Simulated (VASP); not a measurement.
## C: single point with r2SCAN

Crystal: C.

```
C
1.0
    -2.12684    1.22795    0.01101
    -2.12684   -1.22795    0.01101
     0.06431    0.00000   10.85518
C
6
Direct
  0.16663 0.16663 0.81416
  0.49999 0.49999 0.16285
  0.83331 0.83331 0.48851
  0.16666 0.16666 0.16284
  0.49998 0.49998 0.48850
  0.83330 0.83330 0.81415
```

This cell differs from its parent crystal: the distance across one plane changed.

| Property | Result |
| --- | --- |
| Program | VASP 6.6.1 |
| Task | single point |
| Functional | r2SCAN |
| Potentials or basis | VASP PAW PBE potentials, release 64 (C) |
| Cutoff | 520 eV |
| k mesh | 12 × 12 × 3 |
| Occupations | gaussian, width 0.05 eV |
| Spin | no spin polarisation |

```json
{
 "Pressure": "0.5 GPa",
 "Largest force": "0.021 eV/Å"
}
```

Forces in eV/Å, atoms in the order of the input:
```
C    0.001  0.000  0.021
C    0.001  0.000 -0.003
C    0.001  0.000  0.011
C   -0.001  0.000 -0.021
C   -0.001  0.000 -0.011
C   -0.001  0.000  0.003
```

Stress tensor (GPa, compression positive):
```
 1.11  0.00 -0.01
 0.00  1.11  0.00
-0.01  0.00 -0.63
```

It took 4.5 min on 1 thread of AMD EPYC 9R45 96-Core Processor (Zen 5) (shared host), peak memory 0.2 GiB.

Caveat: the cell differs from its parent crystal (the distance across one plane changed); the PAW data sets were made with another functional, which shifts forces and pressure a little.
